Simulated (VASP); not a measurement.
Input of a VASP 6.6.1 run:

Contents of INCAR:

```
  PREC = Accurate
  ENCUT = 520
  EDIFF = 1E-6
  ISMEAR = -1
  SIGMA = 0.1
  LREAL = False
  LASPH = True
  NELM = 150
  ALGO = Normal
  ISIF = 2
  LWAVE = False
  LCHARG = False
  ISPIN = 2
  MAGMOM = 1.7 1.7 1.7 1.7 1.7
  LORBIT = 11
  LMAXMIX = 4
  LDIPOL = True
  IDIPOL = 3
  DIPOL = 0.5 0.5 0.500
  NBANDS = 34
```

KPOINTS

```
Automatic mesh
0
Gamma
  19 19 1
```

Contents of POSCAR:

```
Co
1.0
    2.4281254785      0.0000000000      0.0000000000
   -1.2140627392      2.1028183479      0.0000000000
    0.0000000000      0.0000000000     20.7609000000
Co
5
Direct
    0.0000000000      0.0000000000      0.3130895453
    0.3333333333      0.6666666667      0.4051002971
    0.0000000000      0.0000000000      0.5000000272
    0.3333333333      0.6666666667      0.5948997275
    0.0000000000      0.0000000000      0.6869104547
```

Potentials or basis: VASP PAW LDA potentials, release 64 (Co).

Launch:

```bash
$ cat potpaw_LDA.64/Co/POTCAR > POTCAR
$ mpirun -np 1 vasp_std > vasp.out
```

Estimate the site moments.

Co +1.57, +1.49, +1.41 (each value once) μB.

Predict the largest force.

0.049 eV/Å.

Predict the net moment.

7.59 μB per cell.

Forces on the atoms (eV/Å):
```
Co   0.000  0.000  0.049
Co   0.000  0.000  0.001
Co   0.000  0.000  0.000
Co   0.000  0.000 -0.001
Co   0.000  0.000 -0.049
```
